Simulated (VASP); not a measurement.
A run of VASP 6.6.1:

Contents of INCAR:

```
PREC = Accurate
ENCUT = 520
EDIFF = 1E-6
ISMEAR = 0
SIGMA = 0.05
LREAL = F
LASPH = T
NELM = 80
ALGO = Normal
ISIF = 2
LWAVE = F
LCHARG = T
GGA = PE
IVDW = 13
LELF = T
LVHAR = T
NBANDS = 15
```

KPOINTS

```
regular mesh
0
Gamma
  8 8 8
```

Contents of POSCAR:

```
HfB2
1.0
    3.1193758354      0.0000000000      0.0000000000
   -1.5596879177      2.7014587174      0.0000000000
    0.0000000000      0.0000000000      3.4174962416
Hf B
1 2
Direct
    0.0000000000      0.0000000000      0.0000000000
    0.3333333333      0.6666666667      0.5000000000
    0.6666666667      0.3333333333      0.5000000000
```

Potentials or basis: VASP PAW PBE potentials, release 64 (Hf_pv, B).

Run with:

```console
$ cat potpaw_PBE.64/Hf_pv/POTCAR potpaw_PBE.64/B/POTCAR > POTCAR
$ mpirun -np 1 vasp_std > vasp.out
```

Hardware: 1 thread of Intel(R) Xeon(R) 6975P-C (Granite Rapids), with other jobs on the host.

Task: How long does it take, and how much memory?

Result: Run time: 9.7 s on 1 thread of Intel(R) Xeon(R) 6975P-C (Granite Rapids), on a shared host, peak memory 0.15 GiB. Counts: scf iterations 13, k points 50.
